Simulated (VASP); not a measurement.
# AlN (P1) in VASP: a series of runs

The runs below take AlN through single point, with r2SCAN.

Program: VASP 6.6.1. These are calculated values, not measurements. Logs are shortened: lines on timing, memory, paths and dates and some standing lists are left out, and cuts for length are marked.

## 1. The cell of the first run

The typed cell holds 4 atoms: a = 3.111 Å, b = 3.111 Å, c = 4.978 Å, α = 90.00°, β = 90.00°, γ = 120.00°.

## 2. Single point, r2SCAN (atoms moved at random)

POSCAR

```
AlN
1.0
    3.1110021516      0.0000000000      0.0000000000
   -1.5555010758      2.6942068945      0.0000000000
    0.0000000000      0.0000000000      4.9780000000
Al N
2 2
Direct
    0.2975134465      0.6410598885     -0.0475936351
    0.6935031174      0.3592081768      0.4885561274
    0.3661637985      0.7133904999      0.4288797804
    0.6428196376      0.2863414348      0.9001577274
```

INCAR.step1

```
SYSTEM = AlN
PREC = Accurate ; ENCUT = 520
ISMEAR = 0 ; SIGMA = 0.05
LREAL = .False. ; LASPH = .True.
NELM = 80 ; NBANDS = 16
GGA = PE ; ALGO = Normal
EDIFF = 1E-4 ; LWAVE = .True.
LCHARG = .False.
```

INCAR.step2

```
SYSTEM = AlN
PREC = Accurate ; ENCUT = 520
EDIFF = 1E-7 ; ISMEAR = 0
SIGMA = 0.05 ; LREAL = .False.
LASPH = .True. ; NELM = 80
ALGO = Normal ; ISIF = 2
LWAVE = .False. ; LCHARG = .False.
METAGGA = R2SCAN ; LMIXTAU = .True.
NBANDS = 16 ; ISTART = 1
```

KPOINTS

```
Automatic mesh
0
Gamma
  12 12 6
  0 0 0
```

Potentials or basis: VASP PAW PBE potentials, release 64 (Al, N).

Started as:

```bash
cat potpaw_PBE.64/Al/POTCAR potpaw_PBE.64/N/POTCAR > POTCAR
cp INCAR.step1 INCAR
mpirun -np 1 vasp_std > vasp.out
cp INCAR.step2 INCAR
mpirun -np 1 vasp_std > vasp.out
```

OUTCAR:

```text
SYSTEM = AlN
   PREC = Accurate
   ENCUT = 520
   EDIFF = 1E-7
   ISMEAR = 0
   LREAL = .False.
   LASPH = .True.
   NELM = 80
   ISIF = 2
   METAGGA = R2SCAN
   ISTART = 1

 ion  position               nearest neighbor table
   1  0.298  0.641  0.952-   4 1.76   4 1.78   4 1.90   3 2.38   2 2.83   2 2.95   2 3.01   2 3.13
                             2 3.24   2 3.30
   2  0.694  0.359  0.489-   3 1.77   3 1.84   3 1.86   4 2.06   1 2.83   1 2.95   1 3.01   1 3.13
                             1 3.24   1 3.30
   3  0.366  0.713  0.429-   2 1.77   2 1.84   2 1.86   1 2.38
   4  0.643  0.286  0.900-   1 1.76   1 1.78   1 1.90   2 2.06

  LATTYP: Found a hexagonal cell.
 ALAT       =     3.1110021516
 C/A-ratio  =     1.6001274694

  Lattice vectors:

 A1 = (   3.1110021516,   0.0000000000,   0.0000000000)
 A2 = (  -1.5555010758,   2.6942068945,   0.0000000000)
 A3 = (   0.0000000000,   0.0000000000,   4.9780000000)

Analysis of symmetry for initial positions (statically):
=====================================================================
 Subroutine PRICEL returns:
 Original cell was already a primitive cell.

 Routine SETGRP: Setting up the symmetry group for a
 hexagonal supercell.

 Subroutine GETGRP returns: Found  1 space group operations
 (whereof  1 operations were pure point group operations)
 out of a pool of 24 trial point group operations.

The static configuration has the point symmetry C_1 .

Analysis of symmetry for dynamics (positions and initial velocities):
=====================================================================
 Subroutine PRICEL returns:
 Original cell was already a primitive cell.

 Routine SETGRP: Setting up the symmetry group for a
 hexagonal supercell.

 Subroutine GETGRP returns: Found  1 space group operations
 (whereof  1 operations were pure point group operations)
 out of a pool of 24 trial point group operations.

The dynamic configuration has the point symmetry C_1 .

 Subroutine INISYM returns: Found  1 space group operations
 (whereof  1 operations are pure point group operations),
 and found     1 'primitive' translations

----------------------------------------------------------------------------------------

                                     Primitive cell

  volume of cell :      41.7240

  direct lattice vectors                    reciprocal lattice vectors
     3.111002152  0.000000000  0.000000000     0.321439829  0.185583372  0.000000000
    -1.555501076  2.694206895  0.000000000     0.000000000  0.371166744  0.000000000
     0.000000000  0.000000000  4.978000000     0.000000000  0.000000000  0.200883889

[... 92 lines left out ...]
   NFREE  =      0    steps in history (QN), initial steepest desc. (CG)
   ISIF   =      2    stress and relaxation
   ISYM   =      2    0-nonsym 1-usesym 2-fastsym
   POTIM  = 0.5000    time-step for ionic-motion
   TEBEG  =    0.0;   TEEND  =   0.0 temperature during run
   PSTRESS=    0.0 pullay stress
   NELECT =      16.0000    total number of electrons
   NUPDOWN=      -1.0000    fix difference up-down
   EMIN   =  10.00;   EMAX   =-10.00  energy-range for DOS
   EFERMI =   0.00;   METHOD = LEGACY
   ISMEAR =     0;   SIGMA  =   0.05  broadening in eV -4-tet -1-fermi 0-gaus
   EFERMI_NEDOS =   21; number of points for ismear=-14 and -15
   IALGO  =     38    algorithm
   IMIX   =      4    mixing-type and parameters
     AMIX     =   0.40;   BMIX     =  1.00
     AMIX_MAG =   1.60;   BMIX_MAG =  1.00
  volume/ion in A,a.u.               =      10.43        70.39
  Fermi-wavevector in a.u.,A,eV,Ry     =   1.189377  2.247596 19.247033  1.414617
  Thomas-Fermi vector in A             =   2.325485
   LORBIT       =      0    0 simple, 1 ext, 2 COOP (PROOUT), +10 PAW based schemes
   METAGGA = R2SCAN    functional components
   LHFCALC =     F    Hartree Fock is set to
   AEXX    =    0.0000 exact exchange contribution
   IVDW    =     0    specifies the selected vdW correction
   LEPSILON=     F    determine dielectric tensor
   LRPA    =     F    only Hartree local field effects (RPA)
 non-spin polarized calculation
 Gauss-broadening in eV      SIGMA  =   0.05
  energy-cutoff  :      520.00
  volume of cell :       41.72
 maximum number of plane-waves:      1152
   NGX = 11   NGY = 11   NGZ = 19

 number of electron      16.0000000 magnetization

 Free energy of the ion-electron system (eV)
  ---------------------------------------------------
  ext. energy  EPLUGINS =         0.00000000
  ---------------------------------------------------
  free energy    TOTEN  =       -37.46376617 eV

  energy without entropy =      -37.46376617  energy(sigma->0) =      -37.46376617

 E-fermi :   7.0567     XC(G=0): -11.3996

 val. band max:        6.8028793316   @ k =   0.0000   0.0000   0.0000
 cond. band min:      10.5244756045   @ k =   0.0000   0.0000   0.0000
 fundamental gap:      3.7215962729
 Fermi energy:         7.0566832515

 k-point     1 :       0.0000    0.0000    0.0000
  band No.  band energies     occupation
      1     -10.2325      2.00000
      2      -7.9837      2.00000
      3       0.1383      2.00000
      4       4.1844      2.00000
      5       4.6702      2.00000
      6       5.2554      2.00000
[... 433 lines left out ...]
      3       0.8809      2.00000
      4       2.5513      2.00000
      5       3.2949      2.00000
      6       4.0953      2.00000
[... 8 lines left out ...]
     15      19.3370      0.00000
     16      19.9949      0.00000

 [... further k-points ...]

------------------------ aborting loop because EDIFF is reached ----------------------------------------

  FORCE on cell =-STRESS in cart. coord.  units (eV):
  Direction    XX          YY          ZZ          XY          YZ          ZX
  --------------------------------------------------------------------------------------
  -------------------------------------------------------------------------------------
  Total        1.2193120      6.0532229     -1.8946908      1.2305759      0.6948888      0.3540290
  in kB       46.8208479    232.4401258    -72.7549909     47.2533747     26.6833129     13.5945026
  external PRESSURE =      68.8353276 kB  Pullay stress =       0.0000000 kB

 VOLUME and BASIS-vectors are now :
 -----------------------------------------------------------------------------
  energy-cutoff  :      520.00
  volume of cell :       41.72
      direct lattice vectors                 reciprocal lattice vectors
     3.111002152  0.000000000  0.000000000     0.321439829  0.185583372  0.000000000
    -1.555501076  2.694206895  0.000000000     0.000000000  0.371166744  0.000000000
     0.000000000  0.000000000  4.978000000     0.000000000  0.000000000  0.200883889

 POSITION                                       TOTAL-FORCE (eV/Angst)
 -----------------------------------------------------------------------------------
     -0.07160      1.72715      4.74108         1.554787     -0.929854      1.687166
      1.59874      0.96778      2.43203        -0.433439      0.965692      0.641029
      0.02946      1.92202      2.13496         0.055930     -2.036112     -1.596209
      1.55441      0.77146      4.48099        -1.177279      2.000274     -0.731986
 -----------------------------------------------------------------------------------
    total drift:                               -0.001210      0.000779     -0.002644

  FREE ENERGIE OF THE ION-ELECTRON SYSTEM (eV)
  ---------------------------------------------------
  free  energy   TOTEN  =       -37.4637661656 eV

  energy  without entropy=      -37.4637661656  energy(sigma->0) =      -37.46376617
```

It took 24 min on 1 thread of Oxide Virtual Turin-like, shared host; peak memory 0.32 GiB.

Results:

```
Free energy            : -37.4638 eV
Pressure               : 6.9 GPa
Largest force          : 2.588 eV/Å
Band gap on the k mesh : 3.72 eV
```

Forces in eV/Å, atoms in the order of the input:
```
Al   1.555 -0.930  1.687
Al  -0.433  0.966  0.641
N    0.056 -2.036 -1.596
N   -1.177  2.000 -0.732
```

Stress tensor (GPa, compression positive):
```
 4.68  4.73  1.36
 4.73 23.24  2.67
 1.36  2.67 -7.28
```

Caveat: the cell differs from its parent crystal (atoms moved at random); the stress differs along the axes, from -7 to 23 GPa; the PAW data sets were made with another functional, which shifts forces and pressure a little. A k mesh can miss the band edges.

## 3. Single point, r2SCAN (atoms moved at random and the cell strained at random)

POSCAR

```
AlN
1.0
    3.1041845283     -0.0248124082      0.0298847953
   -1.5735804400      2.7207912357     -0.0087609448
    0.0478194818      0.0114212729      5.0256071968
Al N
2 2
Direct
    0.3640855701      0.6639774920     -0.0142188378
    0.6897930255      0.3396451719      0.5019518015
    0.3262765779      0.6654299239      0.4132688771
    0.6198448265      0.3309474123      0.8689981592
```

INCAR.step1

```
PREC     = Accurate       # precision mode
ENCUT    = 520            # plane-wave cutoff, eV
ISMEAR   = 0              # smearing method
SIGMA    = 0.05           # smearing width, eV
LREAL    = False          # projectors in reciprocal space
LASPH    = True           # aspherical terms in the spheres
NELM     = 60             # most SCF steps
NBANDS   = 16             # bands
GGA      = PE             # functional
ALGO     = Normal         # electronic algorithm
EDIFF    = 1E-4           # SCF threshold, eV
LWAVE    = True           # write WAVECAR
LCHARG   = False          # write CHGCAR
```

INCAR.step2

```
PREC     = Accurate       # precision mode
ENCUT    = 520            # plane-wave cutoff, eV
EDIFF    = 1E-6           # SCF threshold, eV
ISMEAR   = 0              # smearing method
SIGMA    = 0.05           # smearing width, eV
LREAL    = False          # projectors in reciprocal space
LASPH    = True           # aspherical terms in the spheres
NELM     = 60             # most SCF steps
ALGO     = Normal         # electronic algorithm
ISIF     = 2              # what is computed and relaxed
LWAVE    = False          # write WAVECAR
LCHARG   = True           # write CHGCAR
METAGGA  = R2SCAN         # meta-GGA
LMIXTAU  = True         
LELF     = True           # ELF
LVHAR    = True         
NBANDS   = 16             # bands
ISTART   = 1
```

KPOINTS

```
regular mesh
0
Gamma
  12 12 6
```

Potentials or basis: VASP PAW PBE potentials, release 64 (Al, N).

Started as:

```bash
cat potpaw_PBE.64/Al/POTCAR potpaw_PBE.64/N/POTCAR > POTCAR
cp INCAR.step1 INCAR
mpirun -np 1 vasp_std > vasp.out
cp INCAR.step2 INCAR
mpirun -np 1 vasp_std > vasp.out
```

Wall time 20 min (1 thread of Oxide Virtual Turin-like, shared host); peak memory 0.32 GiB.

Results (log left out):

```
Free energy            : -37.5049 eV
Pressure               : 4.7 GPa
Largest force          : 4.652 eV/Å
Band gap on the k mesh : 4.29 eV
```

Forces in eV/Å, atoms in the order of the input:
```
Al  -3.975  1.678  1.739
Al  -2.251 -0.857  0.041
N    2.182  0.840 -2.924
N    4.043 -1.662  1.143
```

Stress tensor (GPa, compression positive):
```
12.98 -2.62 -9.93
-2.62  3.55  1.95
-9.93  1.95 -2.49
```

Levels at points of the mesh, in eV from the valence-band top:
```tsv
k point	band 4	band 5	band 6	band 7	band 8	band 9	band 10	band 11	band 12	band 13
(0.00, 0.00, 0.00)	-1.68	-1.08	-0.52	-0.40	0.00	4.29	7.26	10.76	11.48	11.99
(0.50, 0.00, 0.00)	-4.31	-3.57	-2.75	-1.50	-1.08	5.67	6.28	8.09	11.09	11.22
(0.00, 0.50, 0.00)	-4.47	-3.52	-2.33	-1.80	-0.94	6.01	6.40	8.07	11.00	11.62
(0.50, 0.50, 0.00)	-4.67	-3.32	-2.27	-2.08	-0.84	6.26	6.58	8.26	10.75	11.62
(0.00, 0.00, 0.50)	-3.27	-1.54	-0.98	-0.62	-0.43	6.66	6.99	9.60	11.61	11.86
(0.50, 0.00, 0.50)	-5.58	-2.48	-1.94	-1.49	-1.27	5.50	6.06	8.97	9.59	12.08
(0.00, 0.50, 0.50)	-5.68	-2.01	-1.97	-1.30	-1.19	5.43	5.86	9.16	9.55	11.86
(0.50, 0.50, 0.50)	-5.73	-1.93	-1.70	-1.34	-1.10	5.30	5.63	9.44	9.56	11.98
```

Caveat: the cell differs from its parent crystal (atoms moved at random and the cell strained at random); the stress differs along the axes, from -2 to 13 GPa; the PAW data sets were made with another functional, which shifts forces and pressure a little.
